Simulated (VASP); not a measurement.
# P5C (P6/mmm) in VASP: relaxation of cell and atoms with PBE

Aim: the relaxation of cell and atoms of P5C with PBE.

All numbers are computed with VASP 6.6.1; they aren't measurements. Logs are shortened: lines on timing, memory, paths and dates and some standing lists are left out, and cuts for length are marked.

## (1) The cell of the first run

It takes space group P6/mmm (No. 191, hexagonal). Conventional cell: a = 4.635 Å, b = 4.635 Å, c = 6.292 Å, α = 90.00°, β = 90.00°, γ = 120.00°. Within 3.4 Å of P (site symmetry 3m) lie 7 P at 2.57 to 2.97 Å and 3 C at 3.26 Å. P (site symmetry 6/mmm) has 12 P at 2.97 Å and 2 C at 3.15 Å within 3.9 Å. C (site symmetry 6/mmm) has 14 P at 3.15 to 3.26 Å within 4.1 Å.

The cell was generated, and may not be a known phase.

## (2) Relaxation of cell and atoms, PBE, collinear spin

Input file INCAR:

```
SYSTEM = P5C
PREC = Accurate ; ENCUT = 600
EDIFF = 1E-6 ; ISMEAR = 0
SIGMA = 0.1 ; LREAL = .False.
LASPH = .True. ; NELM = 150
ALGO = Normal ; ISIF = 3
LWAVE = .False. ; LCHARG = .False.
ISPIN = 2 ; MAGMOM = 0 0 0 0 0 1
LORBIT = 11 ; GGA = PE
IBRION = 2 ; NSW = 90
EDIFFG = -0.04
```

Input file KPOINTS:

```
Automatic mesh
0
Gamma
  6 6 4
  0 0 0
```

Input file POSCAR:

```
P5C
1.0
    4.6350631300      0.0000000000      0.0000000000
   -2.3175315700      4.0140824200      0.0000000000
    0.0000000000      0.0000000000      6.2918700300
P C
5 1
Direct
    0.6666666700      0.3333333300      0.7959949400
    0.0000000000      0.0000000000      0.0000000000
    0.6666666700      0.3333333300      0.2040050600
    0.3333333300      0.6666666700      0.2040050600
    0.3333333300      0.6666666700      0.7959949400
    0.0000000000      0.0000000000      0.5000000000
```

Potentials or basis: VASP PAW PBE potentials, release 64 (P, C).

On the command line:

```console
cat potpaw_PBE.64/P/POTCAR potpaw_PBE.64/C/POTCAR > POTCAR
mpirun -np 1 vasp_std > vasp.out
```

OUTCAR:

```text
SYSTEM = P5C
   PREC = Accurate
   ENCUT = 600
   EDIFF = 1E-6
   ISMEAR = 0
   LREAL = .False.
   LASPH = .True.
   NELM = 150
   ISIF = 3
   ISPIN = 2
   LORBIT = 11
   GGA = PE
   IBRION = 2
   NSW = 90
   EDIFFG = -0.04

 ion  position               nearest neighbor table
   1  0.667  0.333  0.796-   3 2.57   5 2.68   5 2.68   5 2.68
   2  0.000  0.000  0.000-
   3  0.667  0.333  0.204-   1 2.57   4 2.68   4 2.68   4 2.68
   4  0.333  0.667  0.204-   5 2.57   3 2.68   3 2.68   3 2.68
   5  0.333  0.667  0.796-   4 2.57   1 2.68   1 2.68   1 2.68
   6  0.000  0.000  0.500-

  LATTYP: Found a hexagonal cell.
 ALAT       =     4.6350631300
 C/A-ratio  =     1.3574507733

  Lattice vectors:

 A1 = (   4.6350631300,   0.0000000000,   0.0000000000)
 A2 = (  -2.3175315700,   4.0140824200,   0.0000000000)
 A3 = (   0.0000000000,   0.0000000000,   6.2918700300)

Analysis of symmetry for initial positions (statically):
=====================================================================
 Subroutine PRICEL returns:
 Original cell was already a primitive cell.

 Routine SETGRP: Setting up the symmetry group for a
 hexagonal supercell.

 Subroutine GETGRP returns: Found 24 space group operations
 (whereof 24 operations were pure point group operations)
 out of a pool of 24 trial point group operations.

The static configuration has the point symmetry D_6h.

Analysis of symmetry for dynamics (positions and initial velocities):
=====================================================================
 Subroutine PRICEL returns:
 Original cell was already a primitive cell.

 Routine SETGRP: Setting up the symmetry group for a
 hexagonal supercell.

 Subroutine GETGRP returns: Found 24 space group operations
 (whereof 24 operations were pure point group operations)
 out of a pool of 24 trial point group operations.

The dynamic configuration has the point symmetry D_6h.

Analysis of structural, dynamic, and magnetic symmetry:
=====================================================================
 Subroutine PRICEL returns:
 Original cell was already a primitive cell.

 Routine SETGRP: Setting up the symmetry group for a
 hexagonal supercell.

 Subroutine GETGRP returns: Found 24 space group operations
 (whereof 24 operations were pure point group operations)
 out of a pool of 24 trial point group operations.

The overall configuration has the point symmetry D_6h.

 Subroutine INISYM returns: Found 24 space group operations
 (whereof 24 operations are pure point group operations),
 and found     1 'primitive' translations

[... 115 lines left out ...]
   IALGO  =     38    algorithm
   IMIX   =      4    mixing-type and parameters
     AMIX     =   0.40;   BMIX     =  1.00
     AMIX_MAG =   1.60;   BMIX_MAG =  1.00
  volume/ion in A,a.u.               =      19.51       131.66
  Fermi-wavevector in a.u.,A,eV,Ry     =   1.028175  1.942969 14.383308  1.057143
  Thomas-Fermi vector in A             =   2.162158
   LORBIT       =     11    0 simple, 1 ext, 2 COOP (PROOUT), +10 PAW based schemes
   GGA     = PE    functional components
   LHFCALC =     F    Hartree Fock is set to
   AEXX    =    0.0000 exact exchange contribution
   IVDW    =     0    specifies the selected vdW correction
   LEPSILON=     F    determine dielectric tensor
   LRPA    =     F    only Hartree local field effects (RPA)
 conjugate gradient relaxation of ions
 spin polarized calculation
 Gauss-broadening in eV      SIGMA  =   0.10
  energy-cutoff  :      600.00
  volume of cell :      117.06
 maximum number of plane-waves:      3937
 NGX is ok and might be reduce to    40
   NGX = 19   NGY = 19   NGZ = 25

--------------------------------------- Ionic step        1  -------------------------------------------

 number of electron      29.0000001 magnetization       1.6753504

 Free energy of the ion-electron system (eV)
  ---------------------------------------------------
  ext. energy  EPLUGINS =         0.00000000
  ---------------------------------------------------
  free energy    TOTEN  =       -25.70781494 eV

  energy without entropy =      -25.69067577  energy(sigma->0) =      -25.69924535

 E-fermi :   4.7849     XC(G=0):  -9.7271

 val. band max:        4.7643340243   @ k =   0.1667   0.1667   0.0000
 cond. band min:       4.7921165181   @ k =   0.5000   0.0000   0.0000
 fundamental gap:      0.0277824939
 Fermi energy:         4.7848711612

 spin component 1

 k-point     1 :       0.0000    0.0000    0.0000
  band No.  band energies     occupation
      1      -9.1866      1.00000
      2      -6.2118      1.00000
      3      -4.5487      1.00000
      4      -3.3908      1.00000
      5      -3.2111      1.00000
      6      -0.8713      1.00000
[... 1029 lines left out ...]
  FREE ENERGIE OF THE ION-ELECTRON SYSTEM (eV)
  ---------------------------------------------------
  free  energy   TOTEN  =       -27.1142127609 eV

  energy  without entropy=      -27.0929594393  energy(sigma->0) =      -27.10358610

[... ionic steps 4 to 20 ...]

--------------------------------------- Ionic step       21  -------------------------------------------

 number of electron      29.0000000 magnetization       0.0000004

 number of electron      29.0000000 magnetization      -0.0000007
[... 81 lines left out ...]
 number of electron      29.0000000 magnetization       0.0000021

 number of electron      29.0000000 magnetization      -0.0000004

 Free energy of the ion-electron system (eV)
  ---------------------------------------------------
  ext. energy  EPLUGINS =         0.00000000
  ---------------------------------------------------
  free energy    TOTEN  =       -28.56887938 eV

  energy without entropy =      -28.55660672  energy(sigma->0) =      -28.56274305

 E-fermi :   9.7870     XC(G=0): -11.7082

 val. band max:        9.7798920234   @ k =   0.3333   0.1667   0.5000
 cond. band min:       9.8151862193   @ k =   0.1667   0.1667   0.5000
 fundamental gap:      0.0352941959
 Fermi energy:         9.7870234399

 spin component 1

 k-point     1 :       0.0000    0.0000    0.0000
  band No.  band energies     occupation
      1      -6.9813      1.00000
      2      -1.3259      1.00000
      3      -0.3622      1.00000
      4       0.3980      1.00000
      5       0.7986      1.00000
      6       3.7043      1.00000
[... 949 lines left out ...]
  FREE ENERGIE OF THE ION-ELECTRON SYSTEM (eV)
  ---------------------------------------------------
  free  energy   TOTEN  =       -28.5688793850 eV

  energy  without entropy=      -28.5566067210  energy(sigma->0) =      -28.56274305

 reached required accuracy - stopping structural energy minimisation

 total charge

# of ion       s       p       d       tot
------------------------------------------
    1        1.118   1.232   0.000   2.350
    2        1.171   1.136   0.000   2.307
    3        1.118   1.232   0.000   2.350
    4        1.118   1.232   0.000   2.350
    5        1.118   1.232   0.000   2.350
    6        1.007   1.082   0.000   2.089
--------------------------------------------------
tot          6.650   7.146   0.000  13.796

 magnetization (x)

# of ion       s       p       d       tot
------------------------------------------
    1       -0.000   0.000   0.000   0.000
    2       -0.000  -0.000   0.000  -0.000
    3       -0.000   0.000   0.000   0.000
    4       -0.000   0.000   0.000   0.000
    5       -0.000   0.000   0.000   0.000
    6       -0.000  -0.000   0.000  -0.000
--------------------------------------------------
tot         -0.000  -0.000   0.000  -0.000
```

OSZICAR:

```text
N       E                     dE             d eps       ncg     rms          rms(c)
DAV:   1     0.104364034019E+03    0.10436E+03   -0.13090E+04  1596   0.144E+03
DAV:   2    -0.170758020496E+02   -0.12144E+03   -0.11812E+03  2124   0.199E+02
[... 235 lines left out ...]
DAV:   1    -0.285690540266E+02   -0.13287E-02   -0.35455E-02  1636   0.105E+00    0.171E-01
DAV:   2    -0.285690217324E+02    0.32294E-04   -0.23320E-03  1976   0.301E-01    0.802E-02
DAV:   3    -0.285689142427E+02    0.10749E-03   -0.13045E-04  2048   0.639E-02    0.411E-02
DAV:   4    -0.285688857782E+02    0.28464E-04   -0.10624E-04  2042   0.504E-02    0.157E-02
DAV:   5    -0.285688809721E+02    0.48061E-05   -0.26645E-05  2138   0.241E-02    0.911E-03
DAV:   6    -0.285688799084E+02    0.10637E-05   -0.15798E-06   887   0.812E-03    0.431E-03
DAV:   7    -0.285688793850E+02    0.52344E-06   -0.29515E-07   819   0.362E-03
  23 F= -.28568879E+02 E0= -.28562743E+02  d E =-.115397E-02  mag=    -0.0000
```

Wall time 22 min (1 thread of Intel Xeon Platinum 8559C (Emerald Rapids), shared host); peak memory 0.37 GiB.

What came out:

| Property | Result |
| --- | --- |
| Free energy | -28.5689 eV |
| Relaxed volume | 12.89 Å³/atom |
| Relaxed cell | a = 4.345 Å, b = 4.345 Å, c = 4.732 Å, α = 90.00°, β = 90.00°, γ = 120.00° |
| Space group after relaxing (to 0.1 Å) | P6/mmm (No. 191) |
| Energy gained by relaxing | 476.8 meV/atom |
| Ionic steps | 23 |
| Pressure after relaxing | 0.2 GPa |
| Largest force after relaxing | 0.039 eV/Å |
| Net moment | 0.00 μB per cell |
| Valence electrons inside the program's atomic spheres | P 2.35, 2.31 (each value once); C 2.09 |

Forces on the atoms (eV/Å):
```
P    0.000  0.000 -0.039
P    0.000  0.000  0.000
P    0.000  0.000  0.039
P    0.000  0.000  0.039
P    0.000  0.000 -0.039
C    0.000  0.000  0.000
```

The path:
| step | energy change (eV) | largest force (eV/Å) | pressure (GPa) | volume (Å³) |
| --- | --- | --- | --- | --- |
| 1 | 0.0000 | 1.4069 | -12.66 | 117.06 |
| 2 | -1.4011 | 0.4666 | 1.62 | 92.79 |
| 3 | -1.4064 | 0.2741 | 0.29 | 94.01 |
| 4 | -1.5505 | 0.4490 | 0.64 | 93.24 |
| 5 | -1.4897 | 3.1613 | 2.40 | 90.33 |
| 6 | -1.6538 | 1.4515 | 1.11 | 92.06 |
| 7 | -1.7032 | 1.3933 | 0.34 | 92.00 |
| 8 | -1.8308 | 1.3591 | -2.16 | 91.75 |
| 9 | -2.0563 | 1.2775 | -5.49 | 91.02 |
| 10 | -1.8789 | 0.4551 | -3.51 | 88.62 |
| 11 | -1.9359 | 1.2252 | -5.78 | 89.57 |
| 12 | -2.0672 | 0.7985 | -5.41 | 88.08 |
| 13 | -2.0870 | 0.3641 | -4.53 | 87.31 |
| 14 | -2.2457 | 0.2897 | -4.76 | 86.22 |
| 15 | -2.5288 | 0.0501 | -5.05 | 83.82 |
| 16 | -2.8424 | 0.2066 | -1.68 | 78.89 |
| 17 | -2.8408 | 0.2119 | -0.04 | 77.38 |
| 18 | -2.8517 | 0.2077 | -0.97 | 78.24 |
| 19 | -2.8518 | 0.2098 | -0.76 | 78.05 |
| 20 | -2.8578 | 0.1363 | -0.13 | 77.60 |
| 21 | -2.8599 | 0.0679 | 0.49 | 77.14 |
| 22 | -2.8599 | 0.0628 | 0.54 | 77.11 |
| 23 | -2.8611 | 0.0386 | 0.23 | 77.35 |

Final structure:
```
P C
1.0
     4.34455    0.00000    0.00000
    -2.17227    3.76249    0.00000
     0.00000    0.00000    4.73213
P C
5 1
Direct
  0.66667 0.33333 0.74238
  0.00000 0.00000 0.00000
  0.66667 0.33333 0.25762
  0.33333 0.66667 0.25762
  0.33333 0.66667 0.74238
  0.00000 0.00000 0.50000
```

Levels at points of the mesh, in eV from the Fermi level:
Spin up:
```csv
k point,band 11,band 12,band 13,band 14,band 15,band 16,band 17,band 18
"(0.00, 0.00, 0.00)",-3.64,-3.09,-2.85,-2.12,-2.12,-0.25,-0.25,1.13
"(0.50, 0.00, 0.00)",-3.23,-1.33,-1.33,-0.87,0.52,1.40,2.27,2.65
"(0.00, 0.00, 0.50)",-4.19,-4.19,-3.57,-3.57,-3.12,-2.65,2.45,3.21
"(0.50, 0.00, 0.50)",-1.08,-0.74,0.22,0.36,0.60,1.02,1.14,1.41
```
Spin down:
```csv
k point,band 11,band 12,band 13,band 14,band 15,band 16,band 17,band 18
"(0.00, 0.00, 0.00)",-3.64,-3.09,-2.85,-2.12,-2.12,-0.25,-0.25,1.13
"(0.50, 0.00, 0.00)",-3.23,-1.33,-1.33,-0.87,0.52,1.40,2.27,2.65
"(0.00, 0.00, 0.50)",-4.19,-4.19,-3.57,-3.57,-3.12,-2.65,2.45,3.21
"(0.50, 0.00, 0.50)",-1.08,-0.74,0.22,0.36,0.60,1.02,1.14,1.41
```

Caveat: the volume moved by over 15 % at a fixed basis, so the end points are rough.
